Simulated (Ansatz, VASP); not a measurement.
# Two plane-wave programs on Sn3H2

```xyz
5
Lattice="1.8521 1.0693 7.8534 -1.8521 1.0693 7.8534 0.0000 -2.1387 7.8534" Properties=species:S:1:pos:R:3 pbc="T T T"
Sn    0.0000    0.0000    0.0000
Sn    0.0000    0.0000    5.3431
Sn    0.0000    0.0000   18.2171
H     0.0000    0.0000   10.5560
H     0.0000    0.0000   13.0042
```

Alike in both runs: functional PBE; k mesh 12 × 12 × 12; occupations gaussian, width 0.1 eV; no spin polarisation.

Ansatz relaxed the structure, and its values are those at the end. VASP's run is a single point on that final structure, the one shown.

|  | VASP | Ansatz |
| --- | --- | --- |
| version | VASP 6.6.1 | Ansatz 0.2.0 |
| potentials or method | VASP PAW PBE potentials, release 64 (Sn_d, H), cutoff 520 eV | scalar-relativistic, plane waves, PAW |
| valence electrons in the cell | 44 | 44 |

|  | VASP | Ansatz | Ansatz less VASP |
| --- | --- | --- | --- |
| gap on the k mesh at the Fermi level (eV) | none | none | - |
| pressure (GPa) | 0.0 | 0.0 | +0.01 |

A gap of «none» marks a metal or a gap that the smearing closes. With one functional, cell and mesh, what is left measures potentials, basis and numerics.
